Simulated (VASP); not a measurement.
# MgO (P1) in VASP: notebook, part 2 of 2

VASP 6.6.1. Earlier steps stand in the parts before.

**3. Single point, PBEsol (atom 6 (O) moved by -0.390 Å along [1 0 0] and +0.260 Å along [0 0 1])**

INCAR reads:

```
PREC     = Accurate       # precision mode
ENCUT    = 520            # plane-wave cutoff, eV
EDIFF    = 1E-7           # SCF threshold, eV
ISMEAR   = 0              # smearing method
SIGMA    = 0.05           # smearing width, eV
LREAL    = F              # projectors in reciprocal space
LASPH    = T              # aspherical terms in the spheres
NELM     = 100            # most SCF steps
ALGO     = Normal         # electronic algorithm
ISIF     = 2              # what is computed and relaxed
LWAVE    = F              # write WAVECAR
LCHARG   = F              # write CHGCAR
GGA      = PS             # functional
NBANDS   = 26             # bands
```

KPOINTS reads:

```
Automatic mesh
0
Gamma
  9 9 4
```

POSCAR reads:

```
MgO
1.0
    3.2553371795      0.0000000000      0.0000000000
   -1.6276685897      2.8192046953      0.0000000000
    0.0000000000      0.0000000000     10.4149514991
Mg O
4 4
Direct
    0.3333333333      0.6666666667      0.9695963559
    0.0000000000      0.0000000000      0.2209473890
    0.0000000000      0.0000000000      0.7209473890
    0.6666666667      0.3333333333      0.4695963559
    0.3333333333      0.6666666667      0.7799156657
   -0.1198032580      0.0000000000      0.5545028799
    0.0000000000      0.0000000000      0.0295387694
    0.6666666667      0.3333333333      0.2799156657
```

Potentials or basis: VASP PAW PBE potentials, release 64 (Mg, O).

The run is started by

```sh
> cat potpaw_PBE.64/Mg/POTCAR potpaw_PBE.64/O/POTCAR > POTCAR
> mpirun -np 1 vasp_std > vasp.out
```

OUTCAR:

```text
PREC = Accurate
   ENCUT = 520
   EDIFF = 1E-7
   ISMEAR = 0
   LREAL = F
   LASPH = T
   NELM = 100
   ISIF = 2
   GGA = PS

 ion  position               nearest neighbor table
   1  0.333  0.667  0.970-   5 1.98   7 1.98   7 1.98   7 1.98   3 3.20   3 3.20   3 3.20   2 3.22
                             2 3.22   2 3.22
   2  0.000  0.000  0.221-   8 1.98   8 1.98   8 1.98   7 1.99   4 3.20   4 3.20   4 3.20   1 3.22
                             1 3.22   1 3.22
   3  0.000  0.000  0.721-   6 1.78   5 1.98   5 1.98   5 1.98   1 3.20   1 3.20   1 3.20   4 3.22
                             4 3.22   4 3.22
   4  0.667  0.333  0.470-   6 1.79   8 1.98   6 2.11   6 2.40   2 3.20   2 3.20   2 3.20   3 3.22
                             3 3.22   3 3.22
   5  0.333  0.667  0.780-   1 1.98   3 1.98   3 1.98   3 1.98
   6  0.880  0.000  0.555-   3 1.78   4 1.79   4 2.11   4 2.40
   7  0.000  0.000  0.030-   1 1.98   1 1.98   1 1.98   2 1.99
   8  0.667  0.333  0.280-   4 1.98   2 1.98   2 1.98   2 1.98

  LATTYP: Found a hexagonal cell.
 ALAT       =     3.2553371795
 C/A-ratio  =     3.1993464655

  Lattice vectors:

 A1 = (   3.2553371795,   0.0000000000,   0.0000000000)
 A2 = (  -1.6276685897,   2.8192046953,   0.0000000000)
 A3 = (   0.0000000000,   0.0000000000,  10.4149514991)

Analysis of symmetry for initial positions (statically):
=====================================================================
 Subroutine PRICEL returns:
 Original cell was already a primitive cell.

 Routine SETGRP: Setting up the symmetry group for a
 hexagonal supercell.

 Subroutine GETGRP returns: Found  1 space group operations
 (whereof  1 operations were pure point group operations)
 out of a pool of 24 trial point group operations.

The static configuration has the point symmetry C_1 .

Analysis of symmetry for dynamics (positions and initial velocities):
=====================================================================
 Subroutine PRICEL returns:
 Original cell was already a primitive cell.

 Routine SETGRP: Setting up the symmetry group for a
 hexagonal supercell.

 Subroutine GETGRP returns: Found  1 space group operations
 (whereof  1 operations were pure point group operations)
 out of a pool of 24 trial point group operations.

The dynamic configuration has the point symmetry C_1 .

 Subroutine INISYM returns: Found  1 space group operations
 (whereof  1 operations are pure point group operations),
 and found     1 'primitive' translations

----------------------------------------------------------------------------------------

                                     Primitive cell

  volume of cell :      95.5828

  direct lattice vectors                    reciprocal lattice vectors
     3.255337180  0.000000000  0.000000000     0.307187841  0.177354983  0.000000000
    -1.627668590  2.819204695  0.000000000     0.000000000  0.354709965  0.000000000
     0.000000000  0.000000000 10.414951499     0.000000000  0.000000000  0.096015810

  length of vectors
     3.255337180  3.255337179 10.414951499     0.354709965  0.354709965  0.096015810

  position of ions in fractional coordinates (direct lattice)
     0.333333333  0.666666667  0.969596356
     0.000000000  0.000000000  0.220947389
[... 41 lines left out ...]

 Found    163 irreducible k-points:

 Following reciprocal coordinates:
            Coordinates               Weight
  0.000000  0.000000  0.000000      1.000000
  0.111111  0.000000  0.000000      2.000000
  0.000000  0.111111  0.000000      2.000000
 -0.111111  0.111111  0.000000      2.000000
  0.222222 -0.000000  0.000000      2.000000
  0.000000  0.222222  0.000000      2.000000
[... 16 lines left out ...]
  0.333333  0.111111  0.000000      2.000000
 -0.111111  0.444444  0.000000      2.000000
 [... further k-points ...]
   k-points           NKPTS =    163   k-points in BZ     NKDIM =    163   number of bands    NBANDS=     26
   number of dos      NEDOS =    301   number of ions     NIONS =      8
   total plane-waves  NPLWV =  46080
   dimension x,y,z NGX =    24 NGY =   24 NGZ =   80
   dimension x,y,z NGXF=    48 NGYF=   48 NGZF=  160
   ions per type =               4   4
   NGX,Y,Z   is equivalent  to a cutoff of  12.26, 12.26, 12.77 a.u.
   NGXF,Y,Z  is equivalent  to a cutoff of  24.51, 24.51, 25.54 a.u.
 SYSTEM =  unknown system
   PREC   = accura    normal or accurate (medium, high low for compatibility)
   ISTART =      0    job   : 0-new  1-cont  2-samecut
   ICHARG =      2    charge: 1-file 2-atom 10-const
   ISPIN  =      1    spin polarized calculation?
   LNONCOLLINEAR =      F non collinear calculations
   LSORBIT =      F    spin-orbit coupling
   LASPH  =      T    aspherical Exc in radial PAW
   ENCUT  =  520.0 eV  38.22 Ry    6.18 a.u.   6.05  6.05 19.36*2*pi/ulx,y,z
   NELM   =    100;   NELMIN=  2; NELMDL= -5     # of ELM steps
   EDIFF  = 0.1E-06   stopping-criterion for ELM
   LREAL  =      F    real-space projection
   EDIFFG = 0.1E-05   stopping-criterion for IOM
   NSW    =      0    number of steps for IOM
   IBRION =     -1    ionic relax: 0-MD 1-quasi-New 2-CG
   NFREE  =      0    steps in history (QN), initial steepest desc. (CG)
   ISIF   =      2    stress and relaxation
   ISYM   =      2    0-nonsym 1-usesym 2-fastsym
   POTIM  = 0.5000    time-step for ionic-motion
   TEBEG  =    0.0;   TEEND  =   0.0 temperature during run
   PSTRESS=    0.0 pullay stress
   NELECT =      32.0000    total number of electrons
   NUPDOWN=      -1.0000    fix difference up-down
   EMIN   =  10.00;   EMAX   =-10.00  energy-range for DOS
   EFERMI =   0.00;   METHOD = LEGACY
   ISMEAR =     0;   SIGMA  =   0.05  broadening in eV -4-tet -1-fermi 0-gaus
   EFERMI_NEDOS =   21; number of points for ismear=-14 and -15
   IALGO  =     38    algorithm
   IMIX   =      4    mixing-type and parameters
     AMIX     =   0.40;   BMIX     =  1.00
     AMIX_MAG =   1.60;   BMIX_MAG =  1.00
  volume/ion in A,a.u.               =      11.95        80.63
  Fermi-wavevector in a.u.,A,eV,Ry     =   1.136750  2.148146 17.581449  1.292200
  Thomas-Fermi vector in A             =   2.273455
   LORBIT       =      0    0 simple, 1 ext, 2 COOP (PROOUT), +10 PAW based schemes
   GGA     = PS    functional components
   LHFCALC =     F    Hartree Fock is set to
   AEXX    =    0.0000 exact exchange contribution
   IVDW    =     0    specifies the selected vdW correction
   LEPSILON=     F    determine dielectric tensor
   LRPA    =     F    only Hartree local field effects (RPA)
 non-spin polarized calculation
 Gauss-broadening in eV      SIGMA  =   0.05
  energy-cutoff  :      520.00
  volume of cell :       95.58
 maximum number of plane-waves:      2616
   NGX = 13   NGY = 13   NGZ = 39

 number of electron      32.0000018 magnetization

 Free energy of the ion-electron system (eV)
  ---------------------------------------------------
  ext. energy  EPLUGINS =         0.00000000
  ---------------------------------------------------
  free energy    TOTEN  =       -47.96883559 eV

  energy without entropy =      -47.96883559  energy(sigma->0) =      -47.96883559

 E-fermi :   1.6303     XC(G=0):  -9.9263

 val. band max:        1.3849939343   @ k =   0.0000   0.0000   0.0000
 cond. band min:       3.8638827144   @ k =   0.0000   0.0000   0.0000
 fundamental gap:      2.4788887801
 Fermi energy:         1.6302643649

 k-point     1 :       0.0000    0.0000    0.0000
  band No.  band energies     occupation
      1     -15.6551      2.00000
      2     -14.8563      2.00000
      3     -14.8068      2.00000
      4     -13.9185      2.00000
      5      -2.6447      2.00000
      6      -1.2727      2.00000
[... 685 lines left out ...]
     25      13.0422      0.00000
     26      13.8967      0.00000

 [... further k-points ...]
[... 5 lines left out ...]
  --------------------------------------------------------------------------------------
  -------------------------------------------------------------------------------------
  Total        0.9562568      0.1839672      4.5050639     -1.0935151     -1.4926900      2.5476169
  in kB       16.0289568      3.0836932     75.5147335    -18.3297080    -25.0207522     42.7036372
  external PRESSURE =      31.5424612 kB  Pullay stress =       0.0000000 kB

 VOLUME and BASIS-vectors are now :
 -----------------------------------------------------------------------------
  energy-cutoff  :      520.00
  volume of cell :       95.58
      direct lattice vectors                 reciprocal lattice vectors
     3.255337180  0.000000000  0.000000000     0.307187841  0.177354983  0.000000000
    -1.627668590  2.819204695  0.000000000     0.000000000  0.354709965  0.000000000
     0.000000000  0.000000000 10.414951499     0.000000000  0.000000000  0.096015810

 POSITION                                       TOTAL-FORCE (eV/Angst)
 -----------------------------------------------------------------------------------
     -0.00000      1.87947     10.09830        -0.003088     -0.001921     -0.539857
      0.00000      0.00000      2.30116        -0.022034      0.000033     -0.572209
      0.00000      0.00000      7.50863         0.369700      0.000431      2.545693
      1.62767      0.93973      4.89082        -2.230673      1.432566      0.404410
     -0.00000      1.87947      8.12278        -0.116200     -0.067049      0.640384
      2.86534      0.00000      5.77512         2.052138     -1.382655     -3.549022
      0.00000      0.00000      0.30764         0.001043     -0.000507      0.555943
      1.62767      0.93973      2.91531        -0.050886      0.019102      0.514657
 -----------------------------------------------------------------------------------
    total drift:                               -0.000512      0.000082     -0.001479

  FREE ENERGIE OF THE ION-ELECTRON SYSTEM (eV)
  ---------------------------------------------------
  free  energy   TOTEN  =       -47.9688355883 eV

  energy  without entropy=      -47.9688355883  energy(sigma->0) =      -47.96883559
```

It took 8 min on 1 thread of Oxide Virtual Turin-like, shared host; peak memory 0.39 GiB.

Results:

```
Free energy            : -47.9688 eV
Pressure               : 3.2 GPa
Largest force          : 4.326 eV/Å
Band gap on the k mesh : 2.48 eV, direct
```

Forces on the atoms (eV/Å):
```
Mg  -0.003 -0.002 -0.540
Mg  -0.022  0.000 -0.572
Mg   0.370  0.000  2.546
Mg  -2.231  1.433  0.404
O   -0.116 -0.067  0.640
O    2.052 -1.383 -3.549
O    0.001 -0.001  0.556
O   -0.051  0.019  0.515
```

Stress tensor (GPa, compression positive):
```
 1.60 -1.83  4.27
-1.83  0.31 -2.50
 4.27 -2.50  7.55
```

Caveat: the cell differs from its parent crystal (atom 6 (O) moved by -0.390 Å along [1 0 0] and +0.260 Å along [0 0 1]); the PAW data sets were made with another functional, which shifts forces and pressure a little.

**4. Single point, PBEsol (atom 6 (O) moved by -0.130 Å along [1 0 0] and +0.520 Å along [0 0 1])**

INCAR reads:

```
  PREC = Accurate
  ENCUT = 520
  EDIFF = 1E-6
  ISMEAR = 0
  SIGMA = 0.05
  LREAL = False
  LASPH = True
  NELM = 60
  ALGO = Normal
  ISIF = 2
  LWAVE = False
  LCHARG = False
  GGA = PS
  NBANDS = 26
```

KPOINTS reads:

```
regular mesh
0
Gamma
  9 9 4
```

Edit POSCAR of step 3 so:

```diff
@@ -13,3 +13,3 @@
     0.3333333333      0.6666666667      0.7799156657
-   -0.1198032580      0.0000000000      0.5545028799
+   -0.0399344193      0.0000000000      0.5794669904
     0.0000000000      0.0000000000      0.0295387694
```

The run is started by

```sh
> cat potpaw_PBE.64/Mg/POTCAR potpaw_PBE.64/O/POTCAR > POTCAR
> mpirun -np 1 vasp_std > vasp.out
```

Wall time 8.8 min (1 thread of Oxide Virtual Turin-like, shared host); peak memory 0.39 GiB.

It converged, with:

| Item | Value |
| --- | --- |
| Free energy | -45.2061 eV |
| Pressure | 11.2 GPa |
| Largest force | 20.490 eV/Å |
| Band gap on the k mesh | 1.33 eV, direct |

Forces in eV/Å, atoms in the order of the input:
```
Mg   -0.001   0.000  -1.004
Mg   -0.005   0.000  -1.017
Mg    1.348   0.001  16.503
Mg   -0.206   0.058   2.886
O    -0.060  -0.012   1.128
O    -1.063  -0.048 -20.463
O     0.000   0.000   1.019
O    -0.013   0.002   0.947
```

Stress tensor (GPa, compression positive):
```
-0.82  0.37  3.61
 0.37 -1.19 -0.16
 3.61 -0.16 35.75
```

Levels at points of the mesh, in eV from the valence-band top:
```tsv
k point	band 12	band 13	band 14	band 15	band 16	band 17	band 18	band 19	band 20	band 21
(0.00, 0.00, 0.00)	-1.35	-1.22	-0.94	-0.04	0.00	1.33	4.05	4.78	7.31	7.95
(0.00, 0.00, 0.50)	-1.36	-1.28	-1.19	-0.04	0.00	1.68	3.37	5.88	6.14	8.92
```

Caveat: the cell differs from its parent crystal (atom 6 (O) moved by -0.130 Å along [1 0 0] and +0.520 Å along [0 0 1]); the PAW data sets were made with another functional, which shifts forces and pressure a little.
